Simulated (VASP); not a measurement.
Wanted: the native input for a VASP 6.6.1 run.

* Task: single point
* Functional: PBE
* Potentials or basis: VASP PAW PBE potentials, release 64 (Ge_d, Sb, S)
* Cutoff: 520 eV
* k mesh: 6 × 6 × 2
* Occupations: gaussian, width 0.1 eV
* Spin: no spin polarisation
* Dipole correction: no
* Further INCAR settings: ALGO = Normal; EDIFF = 1e-07; NBANDS = 55

The structure of Ge2Sb2S lies in POSCAR:

```
Ge2Sb2S
1.0
    4.2412820300      0.0000000000      0.0000000000
   -2.1206410100      3.6730579800      0.0000000000
    0.0000000000      0.0000000000     14.6827165300
Ge Sb S
4 4 2
Direct
    0.6666666700      0.3333333300      0.8824055800
    0.3333333300      0.6666666700      0.1175944200
    0.3333333300      0.6666666700      0.3824055800
    0.6666666700      0.3333333300      0.6175944200
    0.0000000000      0.0000000000      0.0000000000
    0.0000000000      0.0000000000      0.5000000000
    0.6666666700      0.3333333300      0.2500000000
    0.3333333300      0.6666666700      0.7500000000
    0.0000000000      0.0000000000      0.7500000000
    0.0000000000      0.0000000000      0.2500000000
```

One way to write it, as run:

INCAR

```
PREC     = Accurate       # precision mode
ENCUT    = 520            # plane-wave cutoff, eV
EDIFF    = 1E-7           # SCF threshold, eV
ISMEAR   = 0              # smearing method
SIGMA    = 0.1            # smearing width, eV
LREAL    = False          # projectors in reciprocal space
LASPH    = True           # aspherical terms in the spheres
NELM     = 100            # most SCF steps
ALGO     = Normal         # electronic algorithm
ISIF     = 2              # what is computed and relaxed
LWAVE    = False          # write WAVECAR
LCHARG   = False          # write CHGCAR
GGA      = PE             # functional
NBANDS   = 55             # bands
```

KPOINTS

```
regular mesh
0
Gamma
  6 6 2
```

Potentials or basis: VASP PAW PBE potentials, release 64 (Ge_d, Sb, S).

Command:

```console
$ cat potpaw_PBE.64/Ge_d/POTCAR potpaw_PBE.64/Sb/POTCAR potpaw_PBE.64/S/POTCAR > POTCAR
$ mpirun -np 1 vasp_std > vasp.out
```

It gave:

```json
{
  "Pressure": "6.9 GPa",
  "Largest force": "0.995 eV/Å",
  "Band gap on the k mesh": "zero (band 44 reaches 6.98 eV, above the bottom of band 45 at 6.81 eV)"
}
```

Caveat: spin-orbit coupling is left out, which moves the levels of the heavy elements.

Wall time 2.5 min on 1 thread of Intel(R) Xeon(R) Platinum 8375C CPU @ 2.90GHz (Ice Lake), on a shared host, peak memory 0.41 GiB.
